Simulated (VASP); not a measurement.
**Ti2Cd: single point with LDA**

The system is Ti2Cd.

```xyz
3
Lattice="-1.4420 1.4420 6.7544 1.4420 -1.4420 6.7544 1.4420 1.4420 -6.7544" Properties=species:S:1:pos:R:3 pbc="T T T"
Ti    0.0000    0.0000    4.3769
Ti    0.0000    0.0000    9.1320
Cd    0.0000    0.0000    0.0000
```

```yaml
Program: VASP 6.6.1
Task: single point
Functional: LDA
Potentials_or_basis: VASP PAW LDA potentials, release 64 (Ti_sv, Cd)
Cutoff: 520 eV
k_mesh: 16 × 16 × 16
Occupations: fermi-dirac, width 0.08 eV
Spin: no spin polarisation
```

```
Pressure               : -9.4 GPa
Largest force          : 0.327 eV/Å
Band gap on the k mesh : zero (bands 18 and 19 overlap by 0.58 eV)
```

Forces on the atoms (eV/Å):
```
Ti   0.000  0.000 -0.327
Ti   0.000  0.000  0.327
Cd   0.000  0.000  0.000
```

Stress tensor (GPa, compression positive):
```
-9.43  0.00  0.00
 0.00 -9.43  0.00
 0.00  0.00 -9.31
```

Levels at points of the mesh, in eV from the Fermi level:
| k point | band 16 | band 17 | band 18 | band 19 | band 20 | band 21 |
| --- | --- | --- | --- | --- | --- | --- |
| (0.00, 0.00, 0.00) | -3.16 | -1.37 | -0.65 | 0.01 | 1.35 | 1.35 |
| (0.50, 0.00, 0.00) | -1.62 | -1.30 | -0.47 | 0.29 | 0.32 | 1.13 |
| (0.50, 0.50, 0.00) | -1.35 | -0.93 | -0.02 | 1.61 | 1.76 | 2.04 |
| (0.50, 0.50, 0.50) | -1.95 | -1.35 | -0.02 | 0.16 | 1.27 | 1.27 |

Run time: 22 min on 1 thread of Intel(R) Xeon(R) 6975P-C (Granite Rapids), on a shared host, peak memory 0.65 GiB.

Caveat: the cell stands under tension.
